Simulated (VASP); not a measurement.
Here is a VASP 6.6.1 calculation.

File INCAR:

```
SYSTEM = ZnS
PREC = Accurate
ENCUT = 520
EDIFF = 1E-8
ISMEAR = 0
SIGMA = 0.01
LREAL = .False.
LASPH = .True.
NELM = 80
ALGO = Normal
ISIF = 2
LWAVE = .False.
LCHARG = .True.
GGA = CA
NBANDS = 16
IBRION = 8
NSW = 1
LEPSILON = .True.
```

Contents of KPOINTS:

```
regular mesh
0
Gamma
  10 10 10
  0 0 0
```

POSCAR

```
ZnS
1.0
    0.0000000000      2.6383406184      2.6383406184
    2.6383406184      0.0000000000      2.6383406184
    2.6383406184      2.6383406184      0.0000000000
Zn S
1 1
Direct
    0.0000000000      0.0000000000      0.0000000000
    0.7500000000      0.7500000000      0.7500000000
```

Potentials or basis: VASP PAW LDA potentials, release 64 (Zn, S).

Command:

```bash
$ cat potpaw_LDA.64/Zn/POTCAR potpaw_LDA.64/S/POTCAR > POTCAR
$ mpirun -np 1 vasp_std > vasp.out
```

**Question.** Predict the electronic dielectric tensor (diagonal).

**Answer.** 6.14.

**Question.** What does it give for the Born charges (mean of the diagonal)?

**Answer.** Zn +1.90; S -1.90 e.

**Question.** What does it give for the highest phonon frequency at Γ, LO-TO splitting left out?

**Answer.** 298 cm⁻¹.

Born effective charge tensors (e):
atom 1, Zn
```
1.90 0.00 0.00
0.00 1.90 0.00
0.00 0.00 1.90
```
atom 2, S
```
-1.90  0.00  0.00
 0.00 -1.90  0.00
 0.00  0.00 -1.90
```

Caveat: the cell stands under pressure or tension, which shifts response properties.
